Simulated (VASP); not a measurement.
# AgCl (Cmcm) in VASP: single point with PBEsol

Aim: the single point of AgCl with PBEsol.

Program: VASP 6.6.1. These are calculated values, not measurements. Logs are shortened: lines on timing, memory, paths and dates and some standing lists are left out, and cuts for length are marked.

**1. The cell of the first run**

The structure is orthorhombic, space group Cmcm (No. 63). Conventional cell: a = 3.742 Å, b = 11.113 Å, c = 3.924 Å, α = 90.00°, β = 90.00°, γ = 90.00°. Ag (site symmetry m2m) has 7 Cl at 2.73 to 3.24 Å and 6 Ag at 3.02 to 3.92 Å within 4.0 Å. Within 4.0 Å of Cl (site symmetry m2m) lie 7 Ag at 2.73 to 3.24 Å and 10 Cl at 3.58 to 3.92 Å.

**2. Single point, PBEsol**

INCAR

```
PREC = Accurate ; ENCUT = 520
EDIFF = 1E-6 ; ISMEAR = 0
SIGMA = 0.03 ; LREAL = False
LASPH = True ; NELM = 80
ALGO = Normal ; ISIF = 2
LWAVE = False ; LCHARG = False
GGA = PS ; NBANDS = 26
```

KPOINTS

```
regular mesh
0
Gamma
  10 10 10
```

POSCAR

```
AgCl
1.0
    1.8709097030     -5.5565952358      0.0000000000
    1.8709097030      5.5565952358      0.0000000000
    0.0000000000      0.0000000000      3.9240373500
Ag Cl
2 2
Direct
    0.3965554000      0.6034446000      0.7500000000
    0.6034446000      0.3965554000      0.2500000000
    0.8654487300      0.1345512700      0.2500000000
    0.1345512700      0.8654487300      0.7500000000
```

Potentials or basis: VASP PAW PBE potentials, release 64 (Ag, Cl).

Command:

```sh
$ cat potpaw_PBE.64/Ag/POTCAR potpaw_PBE.64/Cl/POTCAR > POTCAR
$ mpirun -np 1 vasp_std > vasp.out
```

OUTCAR:

```text
PREC = Accurate
   ENCUT = 520
   EDIFF = 1E-6
   ISMEAR = 0
   LREAL = False
   LASPH = True
   NELM = 80
   ISIF = 2
   GGA = PS

 ion  position               nearest neighbor table
   1  0.397  0.603  0.750-   3 2.73   3 2.73   3 2.73   3 2.73   4 2.91   2 3.02   2 3.02
   2  0.603  0.397  0.250-   4 2.73   4 2.73   4 2.73   4 2.73   3 2.91   1 3.02   1 3.02
   3  0.865  0.135  0.250-   1 2.73   1 2.73   1 2.73   1 2.73   2 2.91
   4  0.135  0.865  0.750-   2 2.73   2 2.73   2 2.73   2 2.73   1 2.91

  LATTYP: Found a base centered orthorhombic cell.
 ALAT       =     3.7418194060
 B/A-ratio  =     2.9699964819
 C/A-ratio  =     1.0486976853

  Lattice vectors:

 A1 = (   1.8709097030,  -5.5565952358,   0.0000000000)
 A2 = (   1.8709097030,   5.5565952358,   0.0000000000)
 A3 = (   0.0000000000,   0.0000000000,   3.9240373500)

Analysis of symmetry for initial positions (statically):
=====================================================================
 Subroutine PRICEL returns:
 Original cell was already a primitive cell.

 Routine SETGRP: Setting up the symmetry group for a
 base centered orthorhombic supercell.

 Subroutine GETGRP returns: Found  8 space group operations
 (whereof  4 operations were pure point group operations)
 out of a pool of  8 trial point group operations.

The static configuration has the point symmetry C_2h.
 The point group associated with its full space group is D_2h.

Analysis of symmetry for dynamics (positions and initial velocities):
=====================================================================
 Subroutine PRICEL returns:
 Original cell was already a primitive cell.

 Routine SETGRP: Setting up the symmetry group for a
 base centered orthorhombic supercell.

 Subroutine GETGRP returns: Found  8 space group operations
 (whereof  4 operations were pure point group operations)
 out of a pool of  8 trial point group operations.

The dynamic configuration has the point symmetry C_2h.
 The point group associated with its full space group is D_2h.

 Subroutine INISYM returns: Found  8 space group operations
 (whereof  4 operations are pure point group operations),
 and found     1 'primitive' translations

----------------------------------------------------------------------------------------

                                     Primitive cell

  volume of cell :      81.5877

  direct lattice vectors                    reciprocal lattice vectors
[... 90 lines left out ...]
   NELM   =     80;   NELMIN=  2; NELMDL= -5     # of ELM steps
   EDIFF  = 0.1E-05   stopping-criterion for ELM
   LREAL  =      F    real-space projection
   EDIFFG = 0.1E-04   stopping-criterion for IOM
   NSW    =      0    number of steps for IOM
   IBRION =     -1    ionic relax: 0-MD 1-quasi-New 2-CG
   NFREE  =      0    steps in history (QN), initial steepest desc. (CG)
   ISIF   =      2    stress and relaxation
   ISYM   =      2    0-nonsym 1-usesym 2-fastsym
   POTIM  = 0.5000    time-step for ionic-motion
   TEBEG  =    0.0;   TEEND  =   0.0 temperature during run
   PSTRESS=    0.0 pullay stress
   NELECT =      36.0000    total number of electrons
   NUPDOWN=      -1.0000    fix difference up-down
   EMIN   =  10.00;   EMAX   =-10.00  energy-range for DOS
   EFERMI =   0.00;   METHOD = LEGACY
   ISMEAR =     0;   SIGMA  =   0.03  broadening in eV -4-tet -1-fermi 0-gaus
   EFERMI_NEDOS =   21; number of points for ismear=-14 and -15
   IALGO  =     38    algorithm
   IMIX   =      4    mixing-type and parameters
     AMIX     =   0.40;   BMIX     =  1.00
     AMIX_MAG =   1.60;   BMIX_MAG =  1.00
  volume/ion in A,a.u.               =      20.40       137.65
  Fermi-wavevector in a.u.,A,eV,Ry     =   1.246333  2.355228 21.134554  1.553346
  Thomas-Fermi vector in A             =   2.380515
   LORBIT       =      0    0 simple, 1 ext, 2 COOP (PROOUT), +10 PAW based schemes
   GGA     = PS    functional components
   LHFCALC =     F    Hartree Fock is set to
   AEXX    =    0.0000 exact exchange contribution
   IVDW    =     0    specifies the selected vdW correction
   LEPSILON=     F    determine dielectric tensor
   LRPA    =     F    only Hartree local field effects (RPA)
 non-spin polarized calculation
 Gauss-broadening in eV      SIGMA  =   0.03
  energy-cutoff  :      520.00
  volume of cell :       81.59
 maximum number of plane-waves:      2223
 NGX is ok and might be reduce to    48
   NGX = 21   NGY = 21   NGZ = 15

 number of electron      36.0000004 magnetization

 Free energy of the ion-electron system (eV)
  ---------------------------------------------------
  ext. energy  EPLUGINS =         0.00000000
  ---------------------------------------------------
  free energy    TOTEN  =       -12.01502137 eV

  energy without entropy =      -12.01502137  energy(sigma->0) =      -12.01502137

 E-fermi :   4.2928     XC(G=0): -10.4949

 val. band max:        4.1610001892   @ k =   0.3000   0.2000   0.0000
 cond. band min:       4.4693768645   @ k =   0.0000   0.0000   0.0000
 fundamental gap:      0.3083766753
 Fermi energy:         4.2928210337

 k-point     1 :       0.0000    0.0000    0.0000
  band No.  band energies     occupation
      1     -11.0158      2.00000
      2     -10.3944      2.00000
      3      -0.4403      2.00000
      4       0.6634      2.00000
      5       0.8756      2.00000
      6       0.9873      2.00000
[... 685 lines left out ...]
     25      14.3731      0.00000
     26      14.4413      0.00000

 [... further k-points ...]

------------------------ aborting loop because EDIFF is reached ----------------------------------------

  FORCE on cell =-STRESS in cart. coord.  units (eV):
  Direction    XX          YY          ZZ          XY          YZ          ZX
  --------------------------------------------------------------------------------------
  -------------------------------------------------------------------------------------
  Total       -1.5910250     -1.2132158     -1.7493700      0.0000000      0.0000000      0.0000000
  in kB      -31.2437288    -23.8245066    -34.3532279      0.0000000      0.0000000      0.0000000
  external PRESSURE =     -29.8071544 kB  Pullay stress =       0.0000000 kB

 VOLUME and BASIS-vectors are now :
 -----------------------------------------------------------------------------
  energy-cutoff  :      520.00
  volume of cell :       81.59
      direct lattice vectors                 reciprocal lattice vectors
     1.870909703 -5.556595236  0.000000000     0.267249670 -0.089983160  0.000000000
     1.870909703  5.556595236  0.000000000     0.267249670  0.089983160  0.000000000
     0.000000000  0.000000000  3.924037350     0.000000000  0.000000000  0.254839572

 POSITION                                       TOTAL-FORCE (eV/Angst)
 -----------------------------------------------------------------------------------
      1.87091      1.14960      2.94303         0.000000     -0.020658     -0.000000
      1.87091     -1.14960      0.98101         0.000000      0.020658      0.000000
      1.87091     -4.06130      0.98101         0.000000     -0.028793     -0.000000
      1.87091      4.06130      2.94303         0.000000      0.028793     -0.000000
 -----------------------------------------------------------------------------------
    total drift:                                0.000000     -0.000000      0.000000

  FREE ENERGIE OF THE ION-ELECTRON SYSTEM (eV)
  ---------------------------------------------------
  free  energy   TOTEN  =       -12.0150213722 eV

  energy  without entropy=      -12.0150213722  energy(sigma->0) =      -12.01502137
```

It took 5 min on 1 thread of Intel Xeon Platinum 8259CL at 2.50GHz (Skylake/Cascade Lake), shared host; peak memory 0.48 GiB.

Results:

```
Free energy            : -12.0150 eV
Pressure               : -3.0 GPa
Largest force          : 0.029 eV/Å
Band gap on the k mesh : 0.31 eV (least direct gap 1.81 eV)
```

Forces in eV/Å, atoms in the order of the input:
```
Ag   0.000 -0.021  0.000
Ag   0.000  0.021  0.000
Cl   0.000 -0.029  0.000
Cl   0.000  0.029  0.000
```

Stress tensor (GPa, compression positive):
```
-3.12  0.00  0.00
 0.00 -2.38  0.00
 0.00  0.00 -3.44
```

Caveat: the PAW data sets were made with another functional, which shifts forces and pressure a little. A k mesh can miss the band edges.
